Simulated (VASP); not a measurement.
# Hf (I4/mmm) in VASP: further runs

Runs on Hf. Level: PBE. Tasks: single point.

All numbers are computed with VASP 6.6.1; they aren't measurements. Logs are shortened: lines on timing, memory, paths and dates and some standing lists are left out, and cuts for length are marked.

**1. The cell of the first run**

It takes space group I4/mmm (No. 139, tetragonal). Conventional cell: a = 3.140 Å, b = 3.140 Å, c = 4.307 Å, α = 90.00°, β = 90.00°, γ = 90.00°. Within 4.1 Å of Hf (site symmetry 4/mmm) lie 12 Hf at 3.09 to 3.14 Å.

**2. Single point, PBE (strain -0.0300 x Voigt [0, 0, 1, 0, 0, 0])**

INCAR

```
SYSTEM = Hf
ALGO = Normal
EDIFF = 1E-7
ENCUT = 520
GGA = PE
ISIF = 2
ISMEAR = 0
LASPH = .TRUE.
LCHARG = .FALSE.
LREAL = .FALSE.
LWAVE = .FALSE.
NBANDS = 11
NELM = 100
PREC = Accurate
SIGMA = 0.15
```

KPOINTS

```
k-points
0
G
  18 18 18
  0 0 0
```

POSCAR

```
Hf
1.0
    0.0000000000      2.2200000000      2.1534000000
    2.2200000000      0.0000000000      2.1534000000
    2.2200000000      2.2200000000      0.0000000000
Hf
1
Direct
    0.0000000000      0.0000000000      0.0000000000
```

Potentials or basis: VASP PAW PBE potentials, release 64 (Hf_pv).

The run is started by

```
cat potpaw_PBE.64/Hf_pv/POTCAR > POTCAR
mpirun -np 1 vasp_std > vasp.out
```

OUTCAR:

```text
SYSTEM = Hf
   EDIFF = 1E-7
   ENCUT = 520
   GGA = PE
   ISIF = 2
   ISMEAR = 0
   LASPH = .TRUE.
   LREAL = .FALSE.
   NELM = 100
   PREC = Accurate

 ion  position               nearest neighbor table
   1  0.000  0.000  0.000-

  LATTYP: Found a body centered tetragonal cell.
 ALAT       =     3.1395541085
 C/A-ratio  =     1.3717871555

  Lattice vectors:

 A1 = (   0.0000000000,  -2.2200000000,  -2.1534000000)
 A2 = (   0.0000000000,   2.2200000000,  -2.1534000000)
 A3 = (   2.2200000000,   0.0000000000,   2.1534000000)

Analysis of symmetry for initial positions (statically):
=====================================================================
 Subroutine PRICEL returns:
 Original cell was already a primitive cell.

 Routine SETGRP: Setting up the symmetry group for a
 body centered tetragonal supercell.

 Subroutine GETGRP returns: Found 16 space group operations
 (whereof 16 operations were pure point group operations)
 out of a pool of 16 trial point group operations.

The static configuration has the point symmetry D_4h.

Analysis of symmetry for dynamics (positions and initial velocities):
=====================================================================
 Subroutine PRICEL returns:
 Original cell was already a primitive cell.

 Routine SETGRP: Setting up the symmetry group for a
 body centered tetragonal supercell.

 Subroutine GETGRP returns: Found 16 space group operations
 (whereof 16 operations were pure point group operations)
 out of a pool of 16 trial point group operations.

The dynamic configuration has the point symmetry D_4h.

 Subroutine INISYM returns: Found 16 space group operations
 (whereof 16 operations are pure point group operations),
 and found     1 'primitive' translations

----------------------------------------------------------------------------------------

                                     Primitive cell

  volume of cell :      21.2256

  direct lattice vectors                    reciprocal lattice vectors
     0.000000000  2.220000000  2.153400000    -0.225225225  0.225225225  0.232190954
     2.220000000  0.000000000  2.153400000     0.225225225 -0.225225225  0.232190954
     2.220000000  2.220000000  0.000000000     0.225225225  0.225225225 -0.232190954

  length of vectors
     3.092819355  3.092819355  3.139554108     0.394164234  0.394164234  0.394164234

  position of ions in fractional coordinates (direct lattice)
     0.000000000  0.000000000  0.000000000

  ion indices of the primitive-cell ions
   primitive index   ion index
                 1           1

----------------------------------------------------------------------------------------

 KPOINTS: k-points

Automatic generation of k-mesh.
 Grid dimensions read from file:
 generate k-points for:   18   18   18

 Generating k-lattice:

  Cartesian coordinates                     Fractional coordinates (reciprocal lattice)
    -0.012512513  0.012512513  0.012899497     0.055555556  0.000000000  0.000000000
     0.012512513 -0.012512513  0.012899497     0.000000000  0.055555556  0.000000000
     0.012512513  0.012512513 -0.012899497     0.000000000  0.000000000  0.055555556

  Length of vectors
     0.021898013  0.021898013  0.021898013

  Shift w.r.t. Gamma in fractional coordinates (k-lattice)
     0.000000000  0.000000000  0.000000000

 Subroutine IBZKPT returns following result:
 ===========================================

 Found    480 irreducible k-points:

 Following reciprocal coordinates:
            Coordinates               Weight
  0.000000  0.000000  0.000000      1.000000
  0.055556 -0.000000  0.000000      8.000000
  0.111111 -0.000000  0.000000      8.000000
  0.166667  0.000000  0.000000      8.000000
  0.222222  0.000000  0.000000      8.000000
  0.277778  0.000000  0.000000      8.000000
[... 16 lines left out ...]
 -0.277778  0.055556  0.000000      8.000000
 -0.222222  0.055556  0.000000      8.000000
 [... further k-points ...]
   k-points           NKPTS =    480   k-points in BZ     NKDIM =    480   number of bands    NBANDS=     11
   number of dos      NEDOS =    301   number of ions     NIONS =      1
   total plane-waves  NPLWV =  13824
   dimension x,y,z NGX =    24 NGY =   24 NGZ =   24
   dimension x,y,z NGXF=    48 NGYF=   48 NGZF=   48
   ions per type =               1
   NGX,Y,Z   is equivalent  to a cutoff of  12.90, 12.90, 12.71 a.u.
   NGXF,Y,Z  is equivalent  to a cutoff of  25.80, 25.80, 25.42 a.u.
 SYSTEM =  Hf
   PREC   = accura    normal or accurate (medium, high low for compatibility)
   ISTART =      0    job   : 0-new  1-cont  2-samecut
   ICHARG =      2    charge: 1-file 2-atom 10-const
   ISPIN  =      1    spin polarized calculation?
   LNONCOLLINEAR =      F non collinear calculations
   LSORBIT =      F    spin-orbit coupling
   LASPH  =      T    aspherical Exc in radial PAW
   ENCUT  =  520.0 eV  38.22 Ry    6.18 a.u.   5.75  5.75  5.84*2*pi/ulx,y,z
   NELM   =    100;   NELMIN=  2; NELMDL= -5     # of ELM steps
   EDIFF  = 0.1E-06   stopping-criterion for ELM
   LREAL  =      F    real-space projection
   EDIFFG = 0.1E-05   stopping-criterion for IOM
   NSW    =      0    number of steps for IOM
   IBRION =     -1    ionic relax: 0-MD 1-quasi-New 2-CG
   NFREE  =      0    steps in history (QN), initial steepest desc. (CG)
   ISIF   =      2    stress and relaxation
   ISYM   =      2    0-nonsym 1-usesym 2-fastsym
   POTIM  = 0.5000    time-step for ionic-motion
   TEBEG  =    0.0;   TEEND  =   0.0 temperature during run
   PSTRESS=    0.0 pullay stress
   NELECT =      10.0000    total number of electrons
   NUPDOWN=      -1.0000    fix difference up-down
   EMIN   =  10.00;   EMAX   =-10.00  energy-range for DOS
   EFERMI =   0.00;   METHOD = LEGACY
   ISMEAR =     0;   SIGMA  =   0.15  broadening in eV -4-tet -1-fermi 0-gaus
   EFERMI_NEDOS =   21; number of points for ismear=-14 and -15
   IALGO  =     38    algorithm
   IMIX   =      4    mixing-type and parameters
     AMIX     =   0.40;   BMIX     =  1.00
     AMIX_MAG =   1.60;   BMIX_MAG =  1.00
  volume/ion in A,a.u.               =      21.23       143.24
  Fermi-wavevector in a.u.,A,eV,Ry     =   1.273859  2.407244 22.078394  1.622716
  Thomas-Fermi vector in A             =   2.406659
   LORBIT       =      0    0 simple, 1 ext, 2 COOP (PROOUT), +10 PAW based schemes
   GGA     = PE    functional components
   LHFCALC =     F    Hartree Fock is set to
   AEXX    =    0.0000 exact exchange contribution
   IVDW    =     0    specifies the selected vdW correction
   LEPSILON=     F    determine dielectric tensor
   LRPA    =     F    only Hartree local field effects (RPA)
 non-spin polarized calculation
 Gauss-broadening in eV      SIGMA  =   0.15
  energy-cutoff  :      520.00
  volume of cell :       21.23
 maximum number of plane-waves:       588
   NGX = 11   NGY = 11   NGZ = 11

 number of electron      10.0000002 magnetization

 Free energy of the ion-electron system (eV)
  ---------------------------------------------------
  ext. energy  EPLUGINS =         0.00000000
  ---------------------------------------------------
  free energy    TOTEN  =        -9.83549736 eV

  energy without entropy =       -9.81976194  energy(sigma->0) =       -9.82762965

 E-fermi :   5.1128     XC(G=0): -11.5267

 val. band max:        5.1071510750   @ k =   0.2778   0.0556   0.1111
 cond. band min:       5.1144017653   @ k =  -0.3333   0.3889   0.1667
 fundamental gap:      0.0072506902
 Fermi energy:         5.1127896790

 k-point     1 :       0.0000    0.0000    0.0000
  band No.  band energies     occupation
      1     -24.7073      2.00000
      2     -24.7073      2.00000
      3     -24.7043      2.00000
      4      -2.2752      2.00000
      5       6.4264      0.00000
      6       6.4264      0.00000
      7       6.7820      0.00000
      8       9.2489      0.00000
      9       9.7747      0.00000
     10      16.6170      0.00000
     11      18.3643      0.00000

 k-point     2 :       0.0556   -0.0000    0.0000
  band No.  band energies     occupation
      1     -24.7379      2.00000
      2     -24.7119      2.00000
      3     -24.7086      2.00000
      4      -2.1596      2.00000
      5       6.3557      0.00000
      6       6.4814      0.00000
      7       6.7883      0.00000
      8       9.1925      0.00000
      9       9.7019      0.00000
     10      16.8787      0.00000
     11      18.3639      0.00000

 k-point     3 :       0.1111   -0.0000    0.0000
  band No.  band energies     occupation
      1     -24.8278      2.00000
      2     -24.7249      2.00000
      3     -24.7181      2.00000
      4      -1.8236      2.00000
      5       6.0886      0.00000
      6       6.6213      0.00000
      7       6.8919      0.00000
      8       9.0711      0.00000
      9       9.5289      0.00000
     10      17.5625      0.00000
     11      18.3622      0.00000

 k-point     4 :       0.1667    0.0000    0.0000
  band No.  band energies     occupation
      1     -24.9630      2.00000
      2     -24.7448      2.00000
      3     -24.7325      2.00000
      4      -1.2997      2.00000
      5       5.7078      0.00000
      6       6.7608      0.00000
      7       7.0518      0.00000
      8       9.0210      0.00000
      9       9.3820      0.00000
     10      17.8890      0.00000
     11      18.3661      0.00000
[... 239 lines left out ...]
 k-point    22 :      -0.3333    0.0556    0.0000
  band No.  band energies     occupation
      1     -25.4805      2.00000
      2     -24.8256      2.00000
      3     -24.8189      2.00000
      4       0.8994      2.00000
      5       5.1288      0.88005
      6       6.4571      0.00000
      7       6.6450      0.00000
      8      10.1824      0.00000
      9      11.0692      0.00000
     10      15.8840      0.00000
     11      18.3398      0.00000

 k-point    23 :      -0.2778    0.0556    0.0000
  band No.  band energies     occupation
      1     -25.3374      2.00000
      2     -24.8107      2.00000
      3     -24.7936      2.00000
      4       0.3413      2.00000
      5       5.0586      1.39063
      6       6.6727      0.00000
      7       6.8308      0.00000
      8       9.4319      0.00000
      9      10.4868      0.00000
     10      16.4816      0.00000
     11      18.3630      0.00000

 k-point    24 :      -0.2222    0.0556    0.0000
  band No.  band energies     occupation
      1     -25.1759      2.00000
      2     -24.7916      2.00000
      3     -24.7674      2.00000
      4      -0.3385      2.00000
      5       5.2065      0.37671
      6       6.8604      0.00000
      7       7.0060      0.00000
      8       8.8611      0.00000
      9       9.9980      0.00000
     10      17.2102      0.00000
     11      18.3667      0.00000

 [... further k-points ...]

------------------------ aborting loop because EDIFF is reached ----------------------------------------

  FORCE on cell =-STRESS in cart. coord.  units (eV):
  Direction    XX          YY          ZZ          XY          YZ          ZX
  --------------------------------------------------------------------------------------
  -------------------------------------------------------------------------------------
  Total        0.7667800      0.7667800      0.9945281      0.0000000      0.0000000      0.0000000
  in kB       57.8789608     57.8789608     75.0700978      0.0000000      0.0000000      0.0000000
  external PRESSURE =      63.6093398 kB  Pullay stress =       0.0000000 kB

 VOLUME and BASIS-vectors are now :
 -----------------------------------------------------------------------------
  energy-cutoff  :      520.00
  volume of cell :       21.23
      direct lattice vectors                 reciprocal lattice vectors
     0.000000000  2.220000000  2.153400000    -0.225225225  0.225225225  0.232190954
     2.220000000  0.000000000  2.153400000     0.225225225 -0.225225225  0.232190954
     2.220000000  2.220000000  0.000000000     0.225225225  0.225225225 -0.232190954

 POSITION                                       TOTAL-FORCE (eV/Angst)
 -----------------------------------------------------------------------------------
      0.00000      0.00000      0.00000         0.000000      0.000000      0.000000
 -----------------------------------------------------------------------------------
    total drift:                               -0.000000      0.000000      0.000000

  FREE ENERGIE OF THE ION-ELECTRON SYSTEM (eV)
  ---------------------------------------------------
  free  energy   TOTEN  =        -9.8354973617 eV

  energy  without entropy=       -9.8197619448  energy(sigma->0) =       -9.82762965
```

It took 1.9 min on 1 thread of Intel Xeon 8259CL, shared host; peak memory 0.23 GiB.

Results:

```
Free energy            : -9.8355 eV
Pressure               : 6.4 GPa
Band gap on the k mesh : zero (bands 5 and 6 overlap by 2.12 eV)
```

Caveat: the cell differs from its parent crystal (strain -0.0300 x Voigt [0, 0, 1, 0, 0, 0]); the cell stands under pressure; spin-orbit coupling is left out, which moves the levels of the heavy elements.

**3. Single point, PBE (strain +0.0150 x Voigt [0, 0, 1, 0, 0, 0])**

INCAR

```
SYSTEM = Hf
PREC = Accurate
ENCUT = 520
EDIFF = 1E-6
ISMEAR = 0
SIGMA = 0.15
LREAL = .False.
LASPH = .True.
NELM = 60
ALGO = Normal
ISIF = 2
LWAVE = .False.
LCHARG = .False.
GGA = PE
NBANDS = 11
```

KPOINTS

```
regular mesh
0
Gamma
  18 18 18
  0 0 0
```

POSCAR

```
Hf
1.0
    0.0000000000      2.2200000000      2.2533000000
    2.2200000000      0.0000000000      2.2533000000
    2.2200000000      2.2200000000      0.0000000000
Hf
1
Direct
    0.0000000000      0.0000000000      0.0000000000
```

Potentials or basis: VASP PAW PBE potentials, release 64 (Hf_pv).

The run is started by

```
cat potpaw_PBE.64/Hf_pv/POTCAR > POTCAR
mpirun -np 1 vasp_std > vasp.out
```

Run time: 2 min. Hardware: 1 thread of Intel Xeon 8259CL, shared host; peak memory 0.23 GiB.

The run converged. Its results:

| Item | Value |
| --- | --- |
| Free energy | -9.8601 eV |
| Pressure | 1.2 GPa |
| Band gap on the k mesh | zero (bands 5 and 6 overlap by 1.99 eV) |

Stress tensor (GPa, compression positive):
```
1.46 0.00 0.00
0.00 1.46 0.00
0.00 0.00 0.59
```

Levels at points of the mesh, in eV from the Fermi level:
| k point | band 1 | band 2 | band 3 | band 4 | band 5 | band 6 | band 7 | band 8 | band 9 | band 10 |
| --- | --- | --- | --- | --- | --- | --- | --- | --- | --- | --- |
| (0.00, 0.00, 0.00) | -29.99 | -29.99 | -29.99 | -7.24 | 1.29 | 1.47 | 1.47 | 4.09 | 4.35 | 11.34 |
| (0.50, 0.00, 0.00) | -30.82 | -30.11 | -30.09 | -3.65 | 0.60 | 1.09 | 1.28 | 6.30 | 6.41 | 9.48 |
| (0.50, 0.50, 0.00) | -30.76 | -30.27 | -30.27 | -3.30 | -2.13 | 2.40 | 6.39 | 6.98 | 6.98 | 10.10 |
| (0.50, 0.00, 0.50) | -30.77 | -30.31 | -30.28 | -3.27 | -2.16 | 2.64 | 6.36 | 6.89 | 7.08 | 9.82 |

Caveat: the cell differs from its parent crystal (strain +0.0150 x Voigt [0, 0, 1, 0, 0, 0]); spin-orbit coupling is left out, which moves the levels of the heavy elements.

[end of part 1 of 2]
